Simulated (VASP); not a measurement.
Ge5H2, 28 atoms in the cell. The cell holds a slab with vacuum, 28 atoms: a = 7.950 Å, b = 7.950 Å, c = 19.378 Å, α = 90.00°, β = 90.00°, γ = 90.00°. 

```yaml
Program: VASP 6.6.1
Task: single point
Functional: LDA
Potentials_or_basis: VASP PAW LDA potentials, release 64 (Ge_d, H)
Cutoff: 520 eV
k_mesh: 3 × 3 × 1
Occupations: gaussian, width 0.05 eV
Spin: no spin polarisation
Dipole_correction: yes
Further_INCAR_settings: LREAL = Auto; ALGO = Normal; EDIFF = 1e-06; NBANDS = 164
```

Potentials or basis: VASP PAW LDA potentials, release 64 (Ge_d, H).

The run is started by

```sh
$ cat potpaw_LDA.64/Ge_d/POTCAR potpaw_LDA.64/H/POTCAR > POTCAR
$ mpirun -np 4 vasp_std > vasp.out
```

Hardware: 4 MPI ranks on Oxide Virtual Turin-like Processor, with other jobs on the host.

How long does it take, and how much memory?

It took 13 min on 4 MPI ranks on Oxide Virtual Turin-like Processor, on a shared host, peak memory 0.59 GiB a rank. Counts: scf iterations 27, k points 4.
